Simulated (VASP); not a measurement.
A run of VASP 6.6.1 is set up as follows.

Contents of INCAR:

```
  ALGO = Normal
  EDIFF = 1E-6
  ENCUT = 520
  GGA = PE
  ISIF = 2
  ISMEAR = 0
  LASPH = T
  LCHARG = F
  LREAL = F
  LWAVE = F
  NBANDS = 36
  NELM = 100
  PREC = Accurate
  SIGMA = 0.1
```

KPOINTS

```
k-points
0
Gamma
  4 4 4
```

Contents of POSCAR:

```
CaGe3N
1.0
    4.3664050100      0.0000000000      0.0000000000
    0.0000000000      4.3664050100      0.0000000000
    0.0000000000      0.0000000000      4.3664050100
Ca Ge N
1 3 1
Direct
    0.5000000000      0.5000000000      0.5000000000
    0.0000000000      0.5000000000      0.5000000000
    0.5000000000      0.0000000000      0.5000000000
    0.5000000000      0.5000000000      0.0000000000
    0.0000000000      0.0000000000      0.0000000000
```

Potentials or basis: VASP PAW PBE potentials, release 64 (Ca_sv, Ge_d, N).

The run is started by

```bash
$ cat potpaw_PBE.64/Ca_sv/POTCAR potpaw_PBE.64/Ge_d/POTCAR potpaw_PBE.64/N/POTCAR > POTCAR
$ mpirun -np 1 vasp_std > vasp.out
```

(1) Predict the pressure.

## Answers

(1) 39.9 GPa.
